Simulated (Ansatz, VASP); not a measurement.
# Two plane-wave programs on CsCl

```
Cs Cl
1.0
     4.14017    0.00000    0.00000
     0.00000    4.14017    0.00000
     0.00000    0.00000    4.14017
Cs Cl
1 1
Direct
  0.00000 0.00000 0.00000
  0.50000 0.50000 0.50000
```

Alike in both runs: functional r2SCAN; k mesh 8 × 8 × 8; occupations fermi-dirac, width 0.05 eV; no spin polarisation.

Ansatz relaxed the structure, and its values are those at the end. VASP's run is a single point on that final structure, the one shown.

```csv
,VASP,Ansatz
version,VASP 6.6.1,Ansatz 0.2.0
potentials or method,"VASP PAW PBE potentials, release 64 (Cs_sv, Cl)","PAW with Ansatz's default frozen-core files, scalar-relativistic"
plane-wave cutoff (eV),550,500
valence electrons in the cell,16,16
```

```csv
,VASP,Ansatz,Ansatz less VASP
pressure (GPa),0.0,0.0,-0.04
```

VASP's potentials were made for PBE, not for r2SCAN.

Neither program's run includes spin-orbit coupling.
